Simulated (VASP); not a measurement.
Be3Cd2S, 6 atoms in the cell. The structure is hexagonal, space group P6/mmm (No. 191). The conventional cell has a = 5.485 Å, b = 5.485 Å, c = 3.306 Å, α = 90.00°, β = 90.00°, γ = 120.00°. Be (site symmetry mmm) has 4 Cd at 2.29 Å and 4 Be at 2.74 Å within 3.0 Å. Cd (site symmetry -6m2) has 6 Be at 2.29 Å within 3.0 Å. Within 4.2 Å of S (site symmetry 6/mmm) lie 6 Cd at 3.17 Å and 12 Be at 3.20 Å and 2 S at 3.31 Å. The cell was built from a structure type or drawn by symmetry, and may not be a known phase.

| Item | Value |
| --- | --- |
| Program | VASP 6.6.1 |
| Task | relaxation of cell and atoms |
| Functional | PBE |
| Potentials or basis | VASP PAW PBE potentials, release 64 (Be, Cd, S) |
| Cutoff | 600 eV |
| k mesh | 6 × 6 × 6 |
| Occupations | gaussian, width 0.1 eV |
| Spin | no spin polarisation |
| Dipole correction | no |
| Further INCAR settings | ALGO = Normal; EDIFF = 1e-06; IBRION = 2; EDIFFG = -0.04; NSW = 90; ISIF = 3 |

Potentials or basis: VASP PAW PBE potentials, release 64 (Be, Cd, S).

Launch:

```sh
$ cat potpaw_PBE.64/Be/POTCAR potpaw_PBE.64/Cd/POTCAR potpaw_PBE.64/S/POTCAR > POTCAR
$ mpirun -np 1 vasp_std > vasp.out
```

Hardware: 1 thread of Intel(R) Xeon(R) Platinum 8259CL CPU @ 2.50GHz (Skylake/Cascade Lake), on a shared host.

Estimate the wall time of this run.

Run time: 11 min on 1 thread of Intel(R) Xeon(R) Platinum 8259CL CPU @ 2.50GHz (Skylake/Cascade Lake) (shared host), peak memory 0.29 GiB. Counts: scf iterations 80, k points 28, ion steps 9.
